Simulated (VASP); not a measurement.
Input of a VASP 6.6.1 run:

POSCAR

```
ZrSi31
1.0
   10.8655790000      0.0000000000      0.0000000000
    0.0000000000     10.8655790000      0.0000000000
    0.0000000000      0.0000000000     10.8655790000
Si Zr
62 2
Direct
    0.0019100000      0.9962660000      0.9963940000
    0.0066490000      0.0005010000      0.4982410000
    0.0066220000      0.4981310000      0.0005940000
    0.9876040000      0.5031010000      0.5031880000
    0.5003180000      0.9790840000      0.9792660000
    0.4999770000      0.0058250000      0.4899120000
    0.4999670000      0.4897890000      0.0059520000
    0.1237610000      0.1232520000      0.1233760000
    0.1292890000      0.1376690000      0.6206610000
    0.1293100000      0.6205230000      0.1377460000
    0.1234310000      0.6251100000      0.6252080000
    0.6260240000      0.1070650000      0.1072300000
    0.6214120000      0.1250600000      0.6244230000
    0.6213860000      0.6243300000      0.1251650000
    0.2496010000      0.2462820000      0.9973380000
    0.2632460000      0.2690860000      0.5038930000
    0.2480680000      0.7446020000      0.0029170000
    0.2559020000      0.7398960000      0.4963020000
    0.7529670000      0.2449730000      0.0011350000
    0.7461010000      0.2463570000      0.4960300000
    0.7506370000      0.7425360000      0.9982190000
    0.7201900000      0.7545310000      0.5174640000
    0.3685370000      0.3728340000      0.1279690000
    0.4116740000      0.3993170000      0.6153210000
    0.3762060000      0.8712180000      0.1229050000
    0.3742790000      0.8817830000      0.6119790000
    0.8792080000      0.3723520000      0.1246290000
    0.8594070000      0.3802940000      0.6332360000
    0.8745660000      0.8729850000      0.1208260000
    0.8758410000      0.8736600000      0.6185560000
    0.2495800000      0.9972030000      0.2464210000
    0.2480630000      0.0028160000      0.7447250000
    0.2632340000      0.5037610000      0.2691960000
    0.2559050000      0.4962250000      0.7400260000
    0.7530030000      0.0009990000      0.2451200000
    0.7506300000      0.9980910000      0.7426480000
    0.7461080000      0.4959450000      0.2464220000
    0.7200740000      0.5174020000      0.7545930000
    0.3685330000      0.1278340000      0.3729630000
    0.3762200000      0.1227220000      0.8713930000
    0.4116620000      0.6150780000      0.3995160000
    0.3743540000      0.6119200000      0.8818740000
    0.8792160000      0.1245260000      0.3724820000
    0.8745600000      0.1206990000      0.8731170000
    0.8594290000      0.6331400000      0.3803410000
    0.8757850000      0.6184220000      0.8737530000
    0.0051200000      0.2516910000      0.2518040000
    0.9947220000      0.2518730000      0.7482460000
    0.9947570000      0.7481240000      0.2519470000
    0.9971750000      0.7501120000      0.7502500000
    0.4891680000      0.2257250000      0.2258580000
    0.4990210000      0.2526940000      0.7503650000
    0.4989930000      0.7501770000      0.2528960000
    0.4220860000      0.8186760000      0.8187240000
    0.1238120000      0.3806560000      0.3807810000
    0.1286560000      0.3732230000      0.8707170000
    0.1286420000      0.8705800000      0.3733420000
    0.1293090000      0.8722770000      0.8723850000
    0.6112830000      0.3467210000      0.3467870000
    0.6268270000      0.3693170000      0.8802690000
    0.6268210000      0.8801400000      0.3694260000
    0.6369060000      0.8477300000      0.8478630000
    0.6727390000      0.5045000000      0.5045500000
    0.5197400000      0.6592960000      0.6592370000
```

File INCAR.step1:

```
SYSTEM = ZrSi31
PREC = Accurate ; ENCUT = 520
ISMEAR = -1 ; SIGMA = 0.05
LREAL = Auto ; LASPH = .True.
NELM = 60 ; ISYM = 0
NBANDS = 174 ; GGA = PE
ALGO = Normal ; EDIFF = 1E-4
LWAVE = .True. ; LCHARG = .False.
```

File INCAR.step2:

```
SYSTEM = ZrSi31
PREC = Accurate ; ENCUT = 520
EDIFF = 1E-6 ; ISMEAR = -1
SIGMA = 0.05 ; LREAL = Auto
LASPH = .True. ; NELM = 60
ALGO = Normal ; ISIF = 2
LWAVE = .False. ; LCHARG = .False.
METAGGA = R2SCAN ; LMIXTAU = .True.
ISYM = 0 ; NBANDS = 174
ISTART = 1
```

KPOINTS

```
Automatic mesh
0
Gamma
  1 1 1
  0.25 0.25 0.25
```

Potentials or basis: VASP PAW PBE potentials, release 64 (Si, Zr_sv).

Run with:

```bash
$ cat potpaw_PBE.64/Si/POTCAR potpaw_PBE.64/Zr_sv/POTCAR > POTCAR
$ cp INCAR.step1 INCAR
$ mpirun -np 1 vasp_std > vasp.out
$ cp INCAR.step2 INCAR
$ mpirun -np 1 vasp_std > vasp.out
```

**Question.** Estimate the pressure.

**Answer.** -0.9 GPa.

**Question.** What does it give for the band gap on the k mesh?

**Answer.** 0.21 eV.

Stress tensor (GPa, compression positive):
```
-2.49 -0.21 -0.21
-0.21 -0.11 -0.97
-0.21 -0.97 -0.11
```

Caveat: the PAW data sets were made with another functional, which shifts forces and pressure a little.
